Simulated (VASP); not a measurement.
# W (Cmcm) in VASP: further runs

W is run at these levels: PBEsol; tasks: single point.

All numbers are computed with VASP 6.6.1; they aren't measurements. Logs are shortened: lines on timing, memory, paths and dates and some standing lists are left out, and cuts for length are marked.

## 1. The cell of the first run

The structure is orthorhombic, space group Cmcm (No. 63). The conventional cell has a = 3.998 Å, b = 3.998 Å, c = 3.998 Å, α = 90.00°, β = 90.00°, γ = 90.00°. W (site symmetry m2m) has 12 W at 2.68 to 2.98 Å within 3.5 Å.

## 2. Single point, PBEsol (mode 4 (104.6 1/cm) frozen in, largest displacement +0.105 Å)

INCAR

```
SYSTEM = W
PREC = Accurate
ENCUT = 520
EDIFF = 1E-6
ISMEAR = 0
SIGMA = 0.15
LREAL = .False.
LASPH = .True.
NELM = 100
ALGO = Fast
ISIF = 2
LWAVE = .False.
LCHARG = .True.
GGA = PS
LELF = .True.
LVHAR = .True.
NBANDS = 21
```

KPOINTS

```
Automatic mesh
0
Gamma
  22 22 16
  0 0 0
```

POSCAR

```
W
1.0
    0.0000000000     -1.9989957669     -1.9989957669
    0.0000000000      1.9989957669     -1.9989957669
    3.9979915338      0.0000000000      0.0000000000
W
2
Direct
    0.4737368128      0.4737368128      0.5000000000
    0.0262631872      0.0262631872      0.0000000000
```

Potentials or basis: VASP PAW PBE potentials, release 64 (W_sv).

The run is started by

```bash
> cat potpaw_PBE.64/W_sv/POTCAR > POTCAR
> mpirun -np 1 vasp_std > vasp.out
```

OUTCAR:

```text
SYSTEM = W
   PREC = Accurate
   ENCUT = 520
   EDIFF = 1E-6
   ISMEAR = 0
   LREAL = .False.
   LASPH = .True.
   NELM = 100
   ISIF = 2
   GGA = PS

 ion  position               nearest neighbor table
   1  0.474  0.474  0.500-   2 2.68   2 2.68   2 2.83   2 2.83   2 2.83   2 2.83   2 2.98   2 2.98

   2  0.026  0.026  0.000-   1 2.68   1 2.68   1 2.83   1 2.83   1 2.83   1 2.83   1 2.98   1 2.98

  LATTYP: Found a simple tetragonal cell.
 ALAT       =     2.8270069247
 C/A-ratio  =     1.4142135624

  Lattice vectors:

 A1 = (   0.0000000000,  -1.9989957669,  -1.9989957669)
 A2 = (   0.0000000000,   1.9989957669,  -1.9989957669)
 A3 = (   3.9979915338,   0.0000000000,   0.0000000000)

Analysis of symmetry for initial positions (statically):
=====================================================================
 Subroutine PRICEL returns:
 Original cell was already a primitive cell.

 Routine SETGRP: Setting up the symmetry group for a
 simple tetragonal supercell.

 Subroutine GETGRP returns: Found  8 space group operations
 (whereof  4 operations were pure point group operations)
 out of a pool of 16 trial point group operations.

The static configuration has the point symmetry C_2v.
 The point group associated with its full space group is D_2h.

Analysis of symmetry for dynamics (positions and initial velocities):
=====================================================================
 Subroutine PRICEL returns:
 Original cell was already a primitive cell.

 Routine SETGRP: Setting up the symmetry group for a
 simple tetragonal supercell.

 Subroutine GETGRP returns: Found  8 space group operations
 (whereof  4 operations were pure point group operations)
 out of a pool of 16 trial point group operations.

The dynamic configuration has the point symmetry C_2v.
 The point group associated with its full space group is D_2h.

 Subroutine INISYM returns: Found  8 space group operations
 (whereof  4 operations are pure point group operations),
 and found     1 'primitive' translations

----------------------------------------------------------------------------------------

                                     Primitive cell

  volume of cell :      31.9518

  direct lattice vectors                    reciprocal lattice vectors
     0.000000000 -1.998995767 -1.998995767     0.000000000 -0.250125592 -0.250125592
     0.000000000  1.998995767 -1.998995767     0.000000000  0.250125592 -0.250125592
     3.997991534  0.000000000  0.000000000     0.250125592  0.000000000  0.000000000

  length of vectors
     2.827006925  2.827006925  3.997991534     0.353731005  0.353731005  0.250125592

  position of ions in fractional coordinates (direct lattice)
     0.473736813  0.473736813  0.500000000
     0.026263187  0.026263187  0.000000000

  ion indices of the primitive-cell ions
   primitive index   ion index
                 1           1
                 2           2

----------------------------------------------------------------------------------------

 KPOINTS: Automatic mesh

Automatic generation of k-mesh.
 Grid dimensions read from file:
 generate k-points for:   22   22   16

 Generating k-lattice:

  Cartesian coordinates                     Fractional coordinates (reciprocal lattice)
     0.000000000 -0.011369345 -0.011369345     0.045454545  0.000000000  0.000000000
     0.000000000  0.011369345 -0.011369345     0.000000000  0.045454545  0.000000000
     0.015632850  0.000000000  0.000000000     0.000000000  0.000000000  0.062500000

  Length of vectors
     0.016078682  0.016078682  0.015632850

  Shift w.r.t. Gamma in fractional coordinates (k-lattice)
     0.000000000  0.000000000  0.000000000

 Subroutine IBZKPT returns following result:
 ===========================================

 Found   1197 irreducible k-points:

 Following reciprocal coordinates:
            Coordinates               Weight
  0.000000  0.000000  0.000000      1.000000
  0.045455  0.000000  0.000000      4.000000
  0.090909  0.000000  0.000000      4.000000
  0.136364  0.000000  0.000000      4.000000
  0.181818  0.000000  0.000000      4.000000
  0.227273  0.000000  0.000000      4.000000
[... 16 lines left out ...]
  0.272727  0.045455  0.000000      4.000000
 -0.045455  0.272727  0.000000      4.000000
 [... further k-points ...]
   k-points           NKPTS =   1197   k-points in BZ     NKDIM =   1197   number of bands    NBANDS=     21
   number of dos      NEDOS =    301   number of ions     NIONS =      2
   total plane-waves  NPLWV =  17280
   dimension x,y,z NGX =    24 NGY =   24 NGZ =   30
   dimension x,y,z NGXF=    48 NGYF=   48 NGZF=   60
   ions per type =               2
   NGX,Y,Z   is equivalent  to a cutoff of  14.11, 14.11, 12.47 a.u.
   NGXF,Y,Z  is equivalent  to a cutoff of  28.23, 28.23, 24.95 a.u.
 SYSTEM =  W
   PREC   = accura    normal or accurate (medium, high low for compatibility)
   ISTART =      0    job   : 0-new  1-cont  2-samecut
   ICHARG =      2    charge: 1-file 2-atom 10-const
   ISPIN  =      1    spin polarized calculation?
   LNONCOLLINEAR =      F non collinear calculations
   LSORBIT =      F    spin-orbit coupling
   LASPH  =      T    aspherical Exc in radial PAW
   ENCUT  =  520.0 eV  38.22 Ry    6.18 a.u.   5.26  5.26  7.43*2*pi/ulx,y,z
   NELM   =    100;   NELMIN=  2; NELMDL= -5     # of ELM steps
   EDIFF  = 0.1E-05   stopping-criterion for ELM
   LREAL  =      F    real-space projection
   EDIFFG = 0.1E-04   stopping-criterion for IOM
   NSW    =      0    number of steps for IOM
   IBRION =     -1    ionic relax: 0-MD 1-quasi-New 2-CG
   NFREE  =      0    steps in history (QN), initial steepest desc. (CG)
   ISIF   =      2    stress and relaxation
   ISYM   =      2    0-nonsym 1-usesym 2-fastsym
   POTIM  = 0.5000    time-step for ionic-motion
   TEBEG  =    0.0;   TEEND  =   0.0 temperature during run
   PSTRESS=    0.0 pullay stress
   NELECT =      28.0000    total number of electrons
   NUPDOWN=      -1.0000    fix difference up-down
   EMIN   =  10.00;   EMAX   =-10.00  energy-range for DOS
   EFERMI =   0.00;   METHOD = LEGACY
   ISMEAR =     0;   SIGMA  =   0.15  broadening in eV -4-tet -1-fermi 0-gaus
   EFERMI_NEDOS =   21; number of points for ismear=-14 and -15
   IALGO  =     68    algorithm
   IMIX   =      4    mixing-type and parameters
     AMIX     =   0.40;   BMIX     =  1.00
     AMIX_MAG =   1.60;   BMIX_MAG =  1.00
  volume/ion in A,a.u.               =      15.98       107.81
  Fermi-wavevector in a.u.,A,eV,Ry     =   1.566615  2.960473 33.392545  2.454283
  Thomas-Fermi vector in A             =   2.668917
   LORBIT       =      0    0 simple, 1 ext, 2 COOP (PROOUT), +10 PAW based schemes
   GGA     = PS    functional components
   LHFCALC =     F    Hartree Fock is set to
   AEXX    =    0.0000 exact exchange contribution
   IVDW    =     0    specifies the selected vdW correction
   LEPSILON=     F    determine dielectric tensor
   LRPA    =     F    only Hartree local field effects (RPA)
 non-spin polarized calculation
 RMM-DIIS sequential band-by-band and
 Gauss-broadening in eV      SIGMA  =   0.15
  energy-cutoff  :      520.00
  volume of cell :       31.95
 maximum number of plane-waves:       888
 NGX is ok and might be reduce to    24
   NGX = 11   NGY = 11   NGZ = 15

 number of electron      27.9999997 magnetization

 Free energy of the ion-electron system (eV)
  ---------------------------------------------------
  ext. energy  EPLUGINS =         0.00000000
  ---------------------------------------------------
  free energy    TOTEN  =       -26.55126068 eV

  energy without entropy =      -26.52594942  energy(sigma->0) =      -26.53860505

 E-fermi :  10.7002     XC(G=0): -13.6948

 val. band max:       10.6989687876   @ k =  -0.1364   0.4545   0.5000
 cond. band min:      10.7009138664   @ k =  -0.0455   0.3636   0.1875
 fundamental gap:      0.0019450788
 Fermi energy:        10.7001976533

 k-point     1 :       0.0000    0.0000    0.0000
  band No.  band energies     occupation
      1     -62.8641      2.00000
      2     -62.6894      2.00000
      3     -27.6738      2.00000
      4     -26.9235      2.00000
      5     -26.9037      2.00000
      6     -26.4853      2.00000
[... 13 lines left out ...]
     20      16.7380      0.00000
     21      22.9798      0.00000

 k-point     2 :       0.0455    0.0000    0.0000
  band No.  band energies     occupation
      1     -62.8625      2.00000
      2     -62.6894      2.00000
      3     -27.6670      2.00000
      4     -26.9307      2.00000
      5     -26.9058      2.00000
      6     -26.4955      2.00000
[... 13 lines left out ...]
     20      16.9497      0.00000
     21      22.4612      0.00000

 k-point     3 :       0.0909    0.0000    0.0000
  band No.  band energies     occupation
      1     -62.8577      2.00000
      2     -62.6893      2.00000
      3     -27.6466      2.00000
      4     -26.9628      2.00000
      5     -26.9003      2.00000
      6     -26.5357      2.00000
[... 13 lines left out ...]
     20      17.6625      0.00000
     21      21.5938      0.00000

 k-point     4 :       0.1364    0.0000    0.0000
  band No.  band energies     occupation
      1     -62.8502      2.00000
      2     -62.6894      2.00000
      3     -27.6134      2.00000
      4     -27.0167      2.00000
      5     -26.8877      2.00000
      6     -26.6085      2.00000
[... 13 lines left out ...]
     20      18.6165      0.00000
     21      20.6835      0.00000

 k-point     5 :       0.1818    0.0000    0.0000
  band No.  band energies     occupation
      1     -62.8402      2.00000
      2     -62.6898      2.00000
      3     -27.5685      2.00000
      4     -27.0849      2.00000
      5     -26.8730      2.00000
      6     -26.7022      2.00000
[... 13 lines left out ...]
     20      19.6667      0.00000
     21      19.8253      0.00000
[... 382 lines left out ...]
     20      19.2547      0.00000
     21      20.8061      0.00000

 k-point    22 :      -0.0455    0.2273    0.0000
  band No.  band energies     occupation
      1     -62.8268      2.00000
      2     -62.6905      2.00000
      3     -27.5079      2.00000
      4     -27.1615      2.00000
      5     -26.8749      2.00000
      6     -26.8065      2.00000
[... 13 lines left out ...]
     20      19.2456      0.00000
     21      20.7549      0.00000

 k-point    23 :       0.2727    0.0455    0.0000
  band No.  band energies     occupation
      1     -62.8136      2.00000
      2     -62.6923      2.00000
      3     -27.4443      2.00000
      4     -27.2350      2.00000
      5     -26.9727      2.00000
      6     -26.7952      2.00000
[... 13 lines left out ...]
     20      18.6853      0.00000
     21      21.8990      0.00000

 k-point    24 :      -0.0455    0.2727    0.0000
  band No.  band energies     occupation
      1     -62.8137      2.00000
      2     -62.6922      2.00000
      3     -27.4451      2.00000
      4     -27.2363      2.00000
      5     -26.9645      2.00000
      6     -26.8086      2.00000
[... 13 lines left out ...]
     20      18.6668      0.00000
     21      21.8730      0.00000

 [... further k-points ...]
[... 5 lines left out ...]
  --------------------------------------------------------------------------------------
  -------------------------------------------------------------------------------------
  Total        1.1258966      0.9713579     -0.1873603      0.0000000      0.0000000      0.0000000
  in kB       56.4564361     48.7073196     -9.3949079      0.0000000      0.0000000      0.0000000
  external PRESSURE =      31.9229493 kB  Pullay stress =       0.0000000 kB

 VOLUME and BASIS-vectors are now :
 -----------------------------------------------------------------------------
  energy-cutoff  :      520.00
  volume of cell :       31.95
      direct lattice vectors                 reciprocal lattice vectors
     0.000000000 -1.998995767 -1.998995767     0.000000000 -0.250125592 -0.250125592
     0.000000000  1.998995767 -1.998995767     0.000000000  0.250125592 -0.250125592
     3.997991534  0.000000000  0.000000000     0.250125592  0.000000000  0.000000000

 POSITION                                       TOTAL-FORCE (eV/Angst)
 -----------------------------------------------------------------------------------
      1.99900      0.00000     -1.89400         0.000000      0.000000     -0.772888
      0.00000      0.00000     -0.10500         0.000000      0.000000      0.772888
 -----------------------------------------------------------------------------------
    total drift:                               -0.000000     -0.000000      0.000000

  FREE ENERGIE OF THE ION-ELECTRON SYSTEM (eV)
  ---------------------------------------------------
  free  energy   TOTEN  =       -26.5512606799 eV

  energy  without entropy=      -26.5259494191  energy(sigma->0) =      -26.53860505
```

Run time: 13 min. Hardware: 1 thread of Intel Xeon 8259CL, shared host; peak memory 0.67 GiB.

What came out:

| Property | Result |
| --- | --- |
| Free energy | -26.5513 eV |
| Pressure | 3.2 GPa |
| Largest force | 0.773 eV/Å |
| Band gap on the k mesh | zero (band 14 reaches 13.91 eV, above the bottom of band 15 at 10.32 eV) |

Forces in eV/Å, atoms in the order of the input:
```
W    0.000  0.000 -0.773
W    0.000  0.000  0.773
```

Caveat: the cell differs from its parent crystal (mode 4 (104.6 1/cm) frozen in, largest displacement +0.105 Å); the PAW data sets were made with another functional, which shifts forces and pressure a little; spin-orbit coupling is left out, which moves the levels of the heavy elements.

## 3. Single point, PBEsol (mode 4 (104.6 1/cm) frozen in, largest displacement +0.075 Å)

INCAR

```
SYSTEM = W
PREC = Accurate
ENCUT = 520
EDIFF = 1E-6
ISMEAR = 0
SIGMA = 0.15
LREAL = .FALSE.
LASPH = .TRUE.
NELM = 60
ALGO = Fast
ISIF = 2
LWAVE = .FALSE.
LCHARG = .FALSE.
GGA = PS
NBANDS = 21
```

KPOINTS

```
Automatic mesh
0
G
  22 22 16
  0 0 0
```

POSCAR

```
W
1.0
    0.0000000000     -1.9989957669     -1.9989957669
    0.0000000000      1.9989957669     -1.9989957669
    3.9979915338      0.0000000000      0.0000000000
W
2
Direct
    0.4812405806      0.4812405806      0.5000000000
    0.0187594194      0.0187594194      0.0000000000
```

Potentials or basis: VASP PAW PBE potentials, release 64 (W_sv).

The run is started by

```bash
> cat potpaw_PBE.64/W_sv/POTCAR > POTCAR
> mpirun -np 1 vasp_std > vasp.out
```

It took 13 min on 1 thread of Intel Xeon 8259CL, shared host; peak memory 0.67 GiB.

The run converged. Its results:

- Free energy: -26.5910 eV
- Pressure: 1.9 GPa
- Largest force: 0.554 eV/Å
- Band gap on the k mesh: zero (band 14 reaches 13.91 eV, above the bottom of band 15 at 10.28 eV)

Forces on the atoms (eV/Å):
```
W    0.000  0.000 -0.554
W    0.000  0.000  0.554
```

Stress tensor (GPa, compression positive):
```
 3.27  0.00  0.00
 0.00  2.92  0.00
 0.00  0.00 -0.39
```

Levels at points of the mesh, in eV from the Fermi level:
```tsv
k point	band 10	band 11	band 12	band 13	band 14	band 15	band 16	band 17	band 18	band 19
(0.00, 0.00, 0.00)	-5.68	-4.66	-0.68	-0.61	-0.53	2.54	2.73	3.23	5.12	5.73
(0.50, 0.00, 0.00)	-3.95	-2.45	-2.31	-1.85	-1.62	0.83	1.07	1.85	2.92	6.49
(0.50, 0.50, 0.00)	-5.66	-4.69	-4.64	2.93	3.22	5.16	5.59	5.75	5.96	6.02
(0.00, 0.00, 0.50)	-6.12	-3.11	-3.11	-0.24	-0.24	1.70	1.70	1.76	1.76	3.87
(0.50, 0.00, 0.50)	-5.74	-0.93	-0.93	-0.77	-0.77	0.76	0.76	5.08	5.08	5.29
(0.50, 0.50, 0.50)	-3.95	-2.07	-2.07	-2.03	-2.03	1.39	1.39	6.02	6.02	10.09
```

Caveat: the cell differs from its parent crystal (mode 4 (104.6 1/cm) frozen in, largest displacement +0.075 Å); the PAW data sets were made with another functional, which shifts forces and pressure a little; spin-orbit coupling is left out, which moves the levels of the heavy elements.

(Part 1 of 2 ends here.)
